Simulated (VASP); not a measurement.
AlBC, 6 atoms in the cell. Symmetry: Cmcm, No. 63, orthorhombic system. The conventional cell has a = 2.901 Å, b = 12.600 Å, c = 2.811 Å, α = 90.00°, β = 90.00°, γ = 90.00°. C (site symmetry m2m) has 6 B at 2.13 to 2.15 Å and 5 Al at 2.45 to 2.65 Å and 6 C at 2.67 to 2.90 Å within 3.0 Å. Al (site symmetry m2m) has 1 B at 2.07 Å and 4 Al at 2.39 Å and 5 C at 2.45 to 2.65 Å within 2.7 Å. B (site symmetry m2m) has 2 B at 1.67 Å and 1 Al at 2.07 Å and 6 C at 2.13 to 2.15 Å within 2.2 Å. 

- Program: VASP 6.6.1
- Task: single point
- Functional: r2SCAN
- Potentials or basis: VASP PAW PBE potentials, release 64 (C, Al, B)
- Cutoff: 520 eV
- k mesh: 6 × 6 × 6
- Occupations: fermi-dirac, width 0.064 eV
- Spin: no spin polarisation
- Dipole correction: no
- Further INCAR settings: ALGO = Normal; EDIFF = 1e-07; NBANDS = 19

Potentials or basis: VASP PAW PBE potentials, release 64 (C, Al, B).

Run with:

```sh
$ cat potpaw_PBE.64/C/POTCAR potpaw_PBE.64/Al/POTCAR potpaw_PBE.64/B/POTCAR > POTCAR
$ cp INCAR.step1 INCAR
$ mpirun -np 1 vasp_std > vasp.out
$ cp INCAR.step2 INCAR
$ mpirun -np 1 vasp_std > vasp.out
```

Hardware: 1 thread of Intel(R) Xeon(R) Platinum 8259CL CPU @ 2.50GHz (Skylake/Cascade Lake), on a shared host.

Task: How long does it take, and how much memory?

Result: It took 2.1 min on 1 thread of Intel(R) Xeon(R) Platinum 8259CL CPU @ 2.50GHz (Skylake/Cascade Lake), with other jobs on the host, peak memory 0.19 GiB. Counts: k points 52.
